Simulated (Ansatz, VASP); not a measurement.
## One calculation of TaN, two programs

```
Ta N
1.0
     0.00000    2.17900    2.17900
     2.26616    0.00000    2.17900
     2.26616    2.17900    0.00000
Ta N
1 1
Direct
  0.50000 0.50000 0.50000
  0.00000 0.00000 0.00000
```

Change from the starting cell: strain +0.0400 x Voigt [1, 0, 0, 0, 0, 0], atoms carried along.

Alike in both runs: task single point; functional PBE; k mesh 18 × 18 × 18; occupations gaussian, width 0.15 eV; no spin polarisation.

```csv
,VASP,Ansatz
version,VASP 6.6.1,Ansatz 0.2.0
potentials or method,"VASP PAW PBE potentials, release 64 (Ta_pv, N), cutoff 600 eV","scalar-relativistic, plane waves, PAW"
valence electrons in the cell,16,18
```

VASP gave:

* gap on the k mesh at the Fermi level (eV): none
* pressure (GPa): 2.4
* traceless stress, the component that is largest in VASP (GPa): -12.95

Question: Estimate Ansatz's values.

Answer: gap on the k mesh at the Fermi level (eV): none; pressure (GPa): 1.7; traceless stress, the component that is largest in VASP (GPa): -12.85.

A gap of «none» marks a metal or a gap that the smearing closes. VASP's potentials hold 16 valence electrons a cell and Ansatz's 18, so a difference there can come from the potentials and not from the codes.

Spin-orbit coupling is off throughout.
